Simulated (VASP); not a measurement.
Set up this calculation in VASP 6.6.1, as the native input.

```yaml
Task: relaxation of cell and atoms
Functional: PBE
Potentials_or_basis: VASP PAW PBE potentials, release 64 (Li_sv, Al, O_h)
Cutoff: 1340 eV
k_mesh: 6 × 6 × 1
Occupations: gaussian, width 0.1 eV
Spin: no spin polarisation
Dipole_correction: no
Further_INCAR_settings: ALGO = Normal; EDIFF = 1e-07; IBRION = 2; EDIFFG = -0.04; NSW = 90; ISIF = 3
```

The structure of LiAl4O lies in POSCAR:

```
LiAl4O
1.0
    2.6488649800      0.0000000000      0.0000000000
   -1.3244324900      2.2939843600      0.0000000000
    0.0000000000      0.0000000000     18.1674323100
Li Al O
1 4 1
Direct
    0.0000000000      0.0000000000      0.4512646800
    0.6666666700      0.3333333300      0.5238521700
    0.0000000000      0.0000000000      0.0776229500
    0.0000000000      0.0000000000      0.2236593100
    0.6666666700      0.3333333300      0.3785826000
    0.6666666700      0.3333333300      0.1506222900
```

The cell was generated, and may not be a known phase.

The input as run:

INCAR

```
SYSTEM = LiAl4O
PREC = Accurate
ENCUT = 1340
EDIFF = 1E-7
ISMEAR = 0
SIGMA = 0.1
LREAL = .FALSE.
LASPH = .TRUE.
NELM = 120
ALGO = Normal
ISIF = 3
LWAVE = .FALSE.
LCHARG = .FALSE.
GGA = PE
IBRION = 2
NSW = 90
EDIFFG = -0.04
GGA_COMPAT = .FALSE.
NELMIN = 4
```

KPOINTS

```
regular mesh
0
G
  6 6 1
  0 0 0
```

Potentials or basis: VASP PAW PBE potentials, release 64 (Li_sv, Al, O_h).

Command:

```bash
$ cat potpaw_PBE.64/Li_sv/POTCAR potpaw_PBE.64/Al/POTCAR potpaw_PBE.64/O_h/POTCAR > POTCAR
$ mpirun -np 1 vasp_std > vasp.out
```

Results of the run:

```json
{
 "Relaxed cell": "a = 2.820 Å, b = 2.820 Å, c = 21.389 Å, α = 90.00°, β = 90.00°, γ = 120.00°",
 "Space group after relaxing (to 0.1 Å)": "P3m1 (No. 156)",
 "Energy gained by relaxing": "866.7 meV/atom",
 "Ionic steps": "59",
 "Largest force after relaxing": "0.029 eV/Å",
 "Band gap on the k mesh": "zero (an odd number of electrons rules out a gap without spin polarisation)"
}
```

Caveat: the k points lie up to 0.43 Å⁻¹ apart in the final cell, too coarse for converged energies and pressures of a metal; there is no dipole correction, which matters where the two faces differ; the relaxation moved the vacuum too, so the length across it says nothing of the material.

Run time: 53 min on 1 thread of AMD EPYC 7R43 64-Core Processor (Zen 3) (shared host), peak memory 0.55 GiB.
